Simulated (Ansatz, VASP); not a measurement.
## One calculation of Ta3Br, two programs

```xyz
4
Lattice="4.2705 0.0000 0.0000 0.0000 4.2705 0.0000 0.0000 0.0000 4.2705" Properties=species:S:1:pos:R:3 pbc="T T T"
Ta    0.0000    2.1352    2.1352
Ta    2.1352    0.0000    2.1352
Ta    2.1352    2.1352    0.0000
Br    0.0000    0.0000    0.0000
```

Alike in both runs: task single point; functional PBE; k mesh 4 × 4 × 4; occupations gaussian, width 0.1 eV; no spin polarisation.

```csv
,VASP,Ansatz
version,VASP 6.6.1,Ansatz 0.2.0
potentials or method,"VASP PAW PBE potentials, release 64 (Ta_pv, Br), cutoff 500 eV","scalar-relativistic, plane waves, PAW"
valence electrons in the cell,40,46
```

|  | VASP | Ansatz | Ansatz less VASP |
| --- | --- | --- | --- |
| gap on the k mesh at the Fermi level (eV) | none | none | - |
| pressure (GPa) | -4.2 | -4.2 | -0.03 |

A gap of «none» marks a metal or a gap that the smearing closes. VASP's potentials hold 40 valence electrons a cell and Ansatz's 46, so a difference there can come from the potentials and not from the codes.

The k mesh is coarse, so the values compare programs but aren't converged. Neither program's run includes spin-orbit coupling.
